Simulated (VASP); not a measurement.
Input of a VASP 6.6.1 run:

INCAR

```
PREC = Accurate
ENCUT = 520
EDIFF = 1E-6
ISMEAR = -1
SIGMA = 0.1
LREAL = False
LASPH = True
NELM = 60
ALGO = Normal
ISIF = 2
LWAVE = False
LCHARG = False
GGA = PE
NBANDS = 22
```

Contents of KPOINTS:

```
Automatic mesh
0
Gamma
  7 3 7
```

Contents of POSCAR:

```
Cl
1.0
   -3.1630150000      0.0000000000      2.1244840000
    0.0000000000     -8.2703110000      0.0000000000
    3.1630150000      0.0000000000      2.1244840000
Cl
4
Direct
    0.1350000000      0.8900000000      0.1350000000
    0.6350000000      0.6100000000      0.6350000000
    0.8650000000      0.1100000000      0.8650000000
    0.3650000000      0.3900000000      0.3650000000
```

Potentials or basis: VASP PAW PBE potentials, release 64 (Cl).

Command:

```sh
$ cat potpaw_PBE.64/Cl/POTCAR > POTCAR
$ mpirun -np 1 vasp_std > vasp.out
```

Q: Estimate the band gap on the k mesh.

A: 1.79 eV.

Q: Estimate the largest force.

A: 1.426 eV/Å.

Q: Predict the pressure.

A: -2.6 GPa.

Stress tensor (GPa, compression positive):
```
 1.61  0.00  0.00
 0.00 -6.94  0.00
 0.00  0.00 -2.47
```

Caveat: this functional lacks dispersion, which holds the molecules together, so the pressure and a relaxed volume are unreliable; an odd mesh through Γ misses points on the zone boundary, where band edges can lie; forces of over 1 eV/Å act on the atoms, so gaps and moduli don't describe the material at rest.
